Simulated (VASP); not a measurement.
# MgO (P6_3/mmc) in VASP: notebook

Runs on MgO. Level: PBE. Tasks: single point.

All numbers are computed with VASP 6.6.1; they aren't measurements. Logs are shortened: lines on timing, memory, paths and dates and some standing lists are left out, and cuts for length are marked.

## Step 1: The cell of the first run

The structure is hexagonal, space group P6_3/mmc (No. 194). Conventional cell: a = 3.409 Å, b = 3.409 Å, c = 4.306 Å, α = 90.00°, β = 90.00°, γ = 120.00°. Within 2.6 Å of Mg (site symmetry -6m2) lie 5 O at 1.97 to 2.15 Å. Within 2.6 Å of O (site symmetry -6m2) lie 5 Mg at 1.97 to 2.15 Å.

## Step 2: Single point, PBE (volume 10.835 Å^3 an atom, c/a of the conventional cell 1.2632)

INCAR

```
PREC = Accurate ; ENCUT = 520
EDIFF = 1E-7 ; ISMEAR = 0
SIGMA = 0.05 ; LREAL = F
LASPH = T ; NELM = 60
ALGO = Normal ; ISIF = 2
LWAVE = F ; LCHARG = F
GGA = PE ; NBANDS = 16
```

KPOINTS

```
regular mesh
0
Gamma
  9 9 6
```

POSCAR

```
MgO
1.0
    3.4090134871      0.0000000000      0.0000000000
   -1.7045067436      2.9522922816      0.0000000000
    0.0000000000      0.0000000000      4.3062658369
Mg O
2 2
Direct
    0.6666666667      0.3333333333      0.7500000000
    0.3333333333      0.6666666667      0.2500000000
    0.6666666667      0.3333333333      0.2500000000
    0.3333333333      0.6666666667      0.7500000000
```

Potentials or basis: VASP PAW PBE potentials, release 64 (Mg, O).

Launch:

```sh
cat potpaw_PBE.64/Mg/POTCAR potpaw_PBE.64/O/POTCAR > POTCAR
mpirun -np 1 vasp_std > vasp.out
```

OUTCAR:

```text
PREC = Accurate
   ENCUT = 520
   EDIFF = 1E-7
   ISMEAR = 0
   LREAL = F
   LASPH = T
   NELM = 60
   ISIF = 2
   GGA = PE

 ion  position               nearest neighbor table
   1  0.667  0.333  0.750-   4 1.97   4 1.97   4 1.97   3 2.15   3 2.15   2 2.92   2 2.92   2 2.92
                             2 2.92   2 2.92   2 2.92
   2  0.333  0.667  0.250-   3 1.97   3 1.97   3 1.97   4 2.15   4 2.15   1 2.92   1 2.92   1 2.92
                             1 2.92   1 2.92   1 2.92
   3  0.667  0.333  0.250-   2 1.97   2 1.97   2 1.97   1 2.15   1 2.15
   4  0.333  0.667  0.750-   1 1.97   1 1.97   1 1.97   2 2.15   2 2.15

  LATTYP: Found a hexagonal cell.
 ALAT       =     3.4090134871
 C/A-ratio  =     1.2632000000

  Lattice vectors:

 A1 = (   3.4090134871,   0.0000000000,   0.0000000000)
 A2 = (  -1.7045067436,   2.9522922816,   0.0000000000)
 A3 = (   0.0000000000,   0.0000000000,   4.3062658369)

Analysis of symmetry for initial positions (statically):
=====================================================================
 Subroutine PRICEL returns:
 Original cell was already a primitive cell.

 Routine SETGRP: Setting up the symmetry group for a
 hexagonal supercell.

 Subroutine GETGRP returns: Found 24 space group operations
 (whereof 12 operations were pure point group operations)
 out of a pool of 24 trial point group operations.

The static configuration has the point symmetry D_3d.
 The point group associated with its full space group is D_6h.

Analysis of symmetry for dynamics (positions and initial velocities):
=====================================================================
 Subroutine PRICEL returns:
 Original cell was already a primitive cell.

 Routine SETGRP: Setting up the symmetry group for a
 hexagonal supercell.

 Subroutine GETGRP returns: Found 24 space group operations
 (whereof 12 operations were pure point group operations)
 out of a pool of 24 trial point group operations.

The dynamic configuration has the point symmetry D_3d.
 The point group associated with its full space group is D_6h.

 Subroutine INISYM returns: Found 24 space group operations
 (whereof 12 operations are pure point group operations),
 and found     1 'primitive' translations

----------------------------------------------------------------------------------------

                                     Primitive cell

[... 90 lines left out ...]
   LSORBIT =      F    spin-orbit coupling
   LASPH  =      T    aspherical Exc in radial PAW
   ENCUT  =  520.0 eV  38.22 Ry    6.18 a.u.   6.34  6.34  8.01*2*pi/ulx,y,z
   NELM   =     60;   NELMIN=  2; NELMDL= -5     # of ELM steps
   EDIFF  = 0.1E-06   stopping-criterion for ELM
   LREAL  =      F    real-space projection
   EDIFFG = 0.1E-05   stopping-criterion for IOM
   NSW    =      0    number of steps for IOM
   IBRION =     -1    ionic relax: 0-MD 1-quasi-New 2-CG
   NFREE  =      0    steps in history (QN), initial steepest desc. (CG)
   ISIF   =      2    stress and relaxation
   ISYM   =      2    0-nonsym 1-usesym 2-fastsym
   POTIM  = 0.5000    time-step for ionic-motion
   TEBEG  =    0.0;   TEEND  =   0.0 temperature during run
   PSTRESS=    0.0 pullay stress
   NELECT =      16.0000    total number of electrons
   NUPDOWN=      -1.0000    fix difference up-down
   EMIN   =  10.00;   EMAX   =-10.00  energy-range for DOS
   EFERMI =   0.00;   METHOD = LEGACY
   ISMEAR =     0;   SIGMA  =   0.05  broadening in eV -4-tet -1-fermi 0-gaus
   EFERMI_NEDOS =   21; number of points for ismear=-14 and -15
   IALGO  =     38    algorithm
   IMIX   =      4    mixing-type and parameters
     AMIX     =   0.40;   BMIX     =  1.00
     AMIX_MAG =   1.60;   BMIX_MAG =  1.00
  volume/ion in A,a.u.               =      10.84        73.12
  Fermi-wavevector in a.u.,A,eV,Ry     =   1.174407  2.219307 18.765579  1.379231
  Thomas-Fermi vector in A             =   2.310804
   LORBIT       =      0    0 simple, 1 ext, 2 COOP (PROOUT), +10 PAW based schemes
   GGA     = PE    functional components
   LHFCALC =     F    Hartree Fock is set to
   AEXX    =    0.0000 exact exchange contribution
   IVDW    =     0    specifies the selected vdW correction
   LEPSILON=     F    determine dielectric tensor
   LRPA    =     F    only Hartree local field effects (RPA)
 non-spin polarized calculation
 Gauss-broadening in eV      SIGMA  =   0.05
  energy-cutoff  :      520.00
  volume of cell :       43.34
 maximum number of plane-waves:      1193
 NGX is ok and might be reduce to    28
   NGX = 13   NGY = 13   NGZ = 17

 number of electron      15.9999994 magnetization

 Free energy of the ion-electron system (eV)
  ---------------------------------------------------
  ext. energy  EPLUGINS =         0.00000000
  ---------------------------------------------------
  free energy    TOTEN  =       -23.59804570 eV

  energy without entropy =      -23.59804570  energy(sigma->0) =      -23.59804570

 E-fermi :   2.4236     XC(G=0): -10.1509

 val. band max:        2.1801224304   @ k =   0.0000   0.0000   0.0000
 cond. band min:       5.6377984362   @ k =   0.0000   0.0000   0.0000
 fundamental gap:      3.4576760057
 Fermi energy:         2.4235905496

 k-point     1 :       0.0000    0.0000    0.0000
  band No.  band energies     occupation
      1     -14.8773      2.00000
      2     -13.5334      2.00000
      3      -1.6774      2.00000
      4       0.4330      2.00000
      5       0.4330      2.00000
      6       1.2345      2.00000
[... 433 lines left out ...]
      3      -1.4071      2.00000
      4      -0.7205      2.00000
      5      -0.7205      2.00000
      6       0.7679      2.00000
[... 8 lines left out ...]
     15      15.9664      0.00000
     16      19.0399      0.00000

 [... further k-points ...]
[... 5 lines left out ...]
  --------------------------------------------------------------------------------------
  -------------------------------------------------------------------------------------
  Total        2.5874144      2.5874144      0.1900154     -0.0000000      0.0000000      0.0000000
  in kB       95.6505917     95.6505917      7.0244201     -0.0000000      0.0000000      0.0000000
  external PRESSURE =      66.1085345 kB  Pullay stress =       0.0000000 kB

 VOLUME and BASIS-vectors are now :
 -----------------------------------------------------------------------------
  energy-cutoff  :      520.00
  volume of cell :       43.34
      direct lattice vectors                 reciprocal lattice vectors
     3.409013487  0.000000000  0.000000000     0.293339995  0.169359925  0.000000000
    -1.704506744  2.952292282  0.000000000     0.000000000  0.338719850  0.000000000
     0.000000000  0.000000000  4.306265837     0.000000000  0.000000000  0.232219756

 POSITION                                       TOTAL-FORCE (eV/Angst)
 -----------------------------------------------------------------------------------
      1.70451      0.98410      3.22970         0.000000     -0.000000      0.000000
     -0.00000      1.96819      1.07657        -0.000000      0.000000      0.000000
      1.70451      0.98410      1.07657         0.000000     -0.000000      0.000000
     -0.00000      1.96819      3.22970        -0.000000      0.000000     -0.000000
 -----------------------------------------------------------------------------------
    total drift:                               -0.000000      0.000000     -0.000000

  FREE ENERGIE OF THE ION-ELECTRON SYSTEM (eV)
  ---------------------------------------------------
  free  energy   TOTEN  =       -23.5980457048 eV

  energy  without entropy=      -23.5980457048  energy(sigma->0) =      -23.59804570
```

OSZICAR:

```text
N       E                     dE             d eps       ncg     rms          rms(c)
DAV:   1     0.591353469512E+02    0.59135E+02   -0.76778E+03  1544   0.896E+02
DAV:   2    -0.240141136772E+02   -0.83149E+02   -0.76318E+02  2208   0.196E+02
DAV:   3    -0.276037253019E+02   -0.35896E+01   -0.35814E+01  1648   0.420E+01
DAV:   4    -0.276175490254E+02   -0.13824E-01   -0.13823E-01  1856   0.303E+00
DAV:   5    -0.276176168825E+02   -0.67857E-04   -0.67857E-04  1688   0.203E-01    0.113E+01
DAV:   6    -0.236518609611E+02    0.39658E+01   -0.10370E+01  1576   0.251E+01    0.352E+00
DAV:   7    -0.236116890184E+02    0.40172E-01   -0.14663E-01  1560   0.307E+00    0.212E+00
DAV:   8    -0.235997154061E+02    0.11974E-01   -0.86082E-02  1576   0.319E+00    0.497E-01
DAV:   9    -0.235972411535E+02    0.24743E-02   -0.48663E-03  1896   0.638E-01    0.120E-01
DAV:  10    -0.235980274833E+02   -0.78633E-03   -0.90345E-04  1544   0.198E-01    0.291E-02
DAV:  11    -0.235980466197E+02   -0.19136E-04   -0.20742E-05  1656   0.328E-02    0.166E-02
DAV:  12    -0.235980457774E+02    0.84231E-06   -0.71807E-06  1568   0.213E-02    0.207E-03
DAV:  13    -0.235980457048E+02    0.72561E-07   -0.34923E-07  1720   0.446E-03
   1 F= -.23598046E+02 E0= -.23598046E+02  d E =-.292642E-14
```

stdout:

```text
POSCAR found type information on POSCAR MgO
 POSCAR found :  2 types and       4 ions
 scaLAPACK will be used
 LDA part: xc-table for (Slater+PW92), standard interpolation
 POSCAR, INCAR and KPOINTS ok, starting setup
 FFT: planning ... GRIDC
 FFT: planning ... GRID_SOFT
 FFT: planning ... GRID
 WAVECAR not read
 entering main loop
```

It took 35 s on 1 thread of Intel Xeon Platinum 8259CL at 2.50GHz (Skylake/Cascade Lake), shared host; peak memory 0.17 GiB.

Results:

| Item | Value |
| --- | --- |
| Free energy | -23.5980 eV |
| Pressure | 6.6 GPa |
| Band gap on the k mesh | 3.46 eV, direct |

Stress tensor (GPa, compression positive):
```
9.57 0.00 0.00
0.00 9.57 0.00
0.00 0.00 0.70
```

Levels at points of the mesh, in eV from the valence-band top:
```
           k point  band 5  band 6  band 7  band 8  band 9  band 10  band 11  band 12
(0.00, 0.00, 0.00)   -1.75   -0.95   -0.95    0.00    3.46     9.40    11.85    12.96
(0.00, 0.00, 0.50)   -1.36   -1.36   -1.36   -1.36    6.46     6.46    13.32    13.32
```

## Step 3: Single point, PBE (volume 10.835 Å^3 an atom, c/a of the conventional cell 1.1848)

INCAR

```
ALGO = Normal
EDIFF = 1E-6
ENCUT = 520
GGA = PE
ISIF = 2
ISMEAR = 0
LASPH = T
LCHARG = F
LREAL = F
LWAVE = F
NBANDS = 16
NELM = 60
PREC = Accurate
SIGMA = 0.05
```

KPOINTS

```
k-points
0
Gamma
  9 9 6
```

POSCAR

```
MgO
1.0
    3.4826065294      0.0000000000      0.0000000000
   -1.7413032647      3.0160257258      0.0000000000
    0.0000000000      0.0000000000      4.1261922160
Mg O
2 2
Direct
    0.6666666667      0.3333333333      0.7500000000
    0.3333333333      0.6666666667      0.2500000000
    0.6666666667      0.3333333333      0.2500000000
    0.3333333333      0.6666666667      0.7500000000
```

Potentials or basis: VASP PAW PBE potentials, release 64 (Mg, O).

Launch:

```sh
cat potpaw_PBE.64/Mg/POTCAR potpaw_PBE.64/O/POTCAR > POTCAR
mpirun -np 1 vasp_std > vasp.out
```

Run time: 35 s. Hardware: 1 thread of Intel Xeon Platinum 8259CL at 2.50GHz (Skylake/Cascade Lake), shared host; peak memory 0.17 GiB.

The run converged. Its results:

* Free energy: -23.6313 eV
* Pressure: 6.3 GPa
* Band gap on the k mesh: 3.53 eV, direct

Stress tensor (GPa, compression positive):
```
5.11 0.00 0.00
0.00 5.11 0.00
0.00 0.00 8.62
```

Levels at points of the mesh, in eV from the valence-band top:
```
           k point  band 5  band 6  band 7  band 8  band 9  band 10  band 11  band 12
(0.00, 0.00, 0.00)   -1.77   -0.80   -0.80    0.00    3.53     9.67    12.50    12.58
(0.00, 0.00, 0.50)   -1.30   -1.30   -1.30   -1.30    6.57     6.57    12.94    12.94
```

## Step 4: Single point, PBE (volume 10.835 Å^3 an atom, c/a of the conventional cell 1.2039)

INCAR

```
ALGO = Normal
EDIFF = 1E-7
ENCUT = 520
GGA = PE
ISIF = 2
ISMEAR = 0
LASPH = True
LCHARG = False
LREAL = False
LWAVE = False
NBANDS = 16
NELM = 100
PREC = Accurate
SIGMA = 0.05
```

KPOINTS is that of step 3.

POSCAR

```
MgO
1.0
    3.4640720162      0.0000000000      0.0000000000
   -1.7320360081      2.9999743666      0.0000000000
    0.0000000000      0.0000000000      4.1704647130
Mg O
2 2
Direct
    0.6666666667      0.3333333333      0.7500000000
    0.3333333333      0.6666666667      0.2500000000
    0.6666666667      0.3333333333      0.2500000000
    0.3333333333      0.6666666667      0.7500000000
```

Launch:

```sh
cat potpaw_PBE.64/Mg/POTCAR potpaw_PBE.64/O/POTCAR > POTCAR
mpirun -np 1 vasp_std > vasp.out
```

Run time: 35 s. Hardware: 1 thread of Intel Xeon Platinum 8259CL at 2.50GHz (Skylake/Cascade Lake), shared host; peak memory 0.18 GiB.

The run converged. Its results:

* Free energy: -23.6366 eV
* Pressure: 6.2 GPa
* Band gap on the k mesh: 3.51 eV, direct

Stress tensor (GPa, compression positive):
```
6.12 0.00 0.00
0.00 6.12 0.00
0.00 0.00 6.29
```

Levels at points of the mesh, in eV from the valence-band top:
```tsv
k point	band 5	band 6	band 7	band 8	band 9	band 10	band 11	band 12
(0.00, 0.00, 0.00)	-1.77	-0.84	-0.84	0.00	3.51	9.59	12.33	12.67
(0.00, 0.00, 0.50)	-1.32	-1.32	-1.32	-1.32	6.54	6.54	13.03	13.03
```

## Step 5: Summary

| cell | gap on the mesh (eV) | pressure (GPa) |
| --- | --- | --- |
| a = 3.409, b = 3.409, c = 4.306 Å, angles 90.0, 90.0, 120.0°, 4 atoms | 3.46 | 6.6 |
| a = 3.483, b = 3.483, c = 4.126 Å, angles 90.0, 90.0, 120.0°, 4 atoms | 3.53 | 6.3 |
| a = 3.464, b = 3.464, c = 4.170 Å, angles 90.0, 90.0, 120.0°, 4 atoms | 3.51 | 6.2 |

Alike in all rows: task single point; level PBE; potentials or basis VASP PAW PBE potentials, release 64 (Mg, O); no spin polarisation; k mesh 9 × 9 × 6; cutoff (eV) 520; smearing gaussian 0.05 eV.

Absolute energies hang on the potentials; compare differences alone.
